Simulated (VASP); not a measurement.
**Hf2Si: single point with PBEsol**

The system is Hf2Si.

```
Hf Si
1.0
    -3.27535    3.27535    2.58282
     3.27535   -3.27535    2.58282
     3.27535    3.27535   -2.58282
Hf Si
4 2
Direct
  0.84351 0.65649 0.50000
  0.34351 0.84351 0.18703
  0.15649 0.34351 0.50000
  0.65649 0.15649 0.81297
  0.75000 0.75000 0.00000
  0.25000 0.25000 0.00000
```

```
Program             : VASP 6.6.1
Task                : single point
Functional          : PBEsol
Potentials or basis : VASP PAW PBE potentials, release 64 (Hf_pv, Si)
Cutoff              : 520 eV
k mesh              : 1 × 1 × 1
Occupations         : gaussian, width 0.1 eV
Spin                : no spin polarisation
```

The pressure is -3.1 GPa and the largest force is 1.781 eV/Å. The band gap on the k mesh is 2.47 eV.

Forces on the atoms (eV/Å):
```
Hf  -1.259  1.259  0.000
Hf   1.259  1.259  0.000
Hf   1.259 -1.259  0.000
Hf  -1.259 -1.259  0.000
Si   0.000  0.000  0.000
Si   0.000  0.000  0.000
```

Stress tensor (GPa, compression positive):
```
-5.15  0.00  0.00
 0.00 -5.15  0.00
 0.00  0.00  0.94
```

Levels at points of the mesh, in eV from the valence-band top:
```csv
k point,band 22,band 23,band 24,band 25,band 26,band 27
"(0.00, 0.00, 0.00)",-0.44,-0.43,0.00,2.47,2.78,2.80
```

Wall time 6.2 s on 1 thread of Intel(R) Xeon(R) 6975P-C (Granite Rapids), with other jobs on the host, peak memory 0.22 GiB.

Caveat: the k points lie up to 1.55 Å⁻¹ apart; the PAW data sets were made with another functional, which shifts forces and pressure a little; spin-orbit coupling is left out, which moves the levels of the heavy elements. A k mesh can miss the band edges.
